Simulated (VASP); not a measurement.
A run of VASP 6.6.1 is set up as follows.

The input POSCAR:

```
Zr
1.0
    3.1945316743      0.0000000000      0.0000000000
   -1.5972658372      2.7665455832      0.0000000000
    0.0000000000      0.0000000000      5.0587826091
Zr
2
Direct
    0.3333333333      0.6666666667      0.2500000000
    0.6666666667      0.3333333333      0.7500000000
```

File INCAR.step1:

```
PREC = Accurate
ENCUT = 520
ISMEAR = 0
SIGMA = 0.1
LREAL = F
LASPH = T
NELM = 100
NBANDS = 19
GGA = PE
ALGO = Normal
EDIFF = 1E-4
LWAVE = T
LCHARG = F
```

The input INCAR.step2:

```
PREC = Accurate
ENCUT = 520
EDIFF = 1E-6
ISMEAR = 0
SIGMA = 0.1
LREAL = F
LASPH = T
NELM = 100
ALGO = Normal
ISIF = 2
LWAVE = F
LCHARG = T
METAGGA = R2SCAN
LMIXTAU = T
LELF = T
LVHAR = T
NBANDS = 19
ISTART = 1
```

KPOINTS

```
regular mesh
0
Gamma
  9 9 4
```

Potentials or basis: VASP PAW PBE potentials, release 64 (Zr_sv).

Run with:

```sh
$ cat potpaw_PBE.64/Zr_sv/POTCAR > POTCAR
$ cp INCAR.step1 INCAR
$ mpirun -np 1 vasp_std > vasp.out
$ cp INCAR.step2 INCAR
$ mpirun -np 1 vasp_std > vasp.out
```

**Question.** Estimate the pressure.

**Answer.** 5.4 GPa.

**Question.** Estimate the band gap on the k mesh.

**Answer.** Zero (bands 12 and 13 overlap by 1.05 eV).

Caveat: the cell stands under pressure; the PAW data sets were made with another functional, which shifts forces and pressure a little.
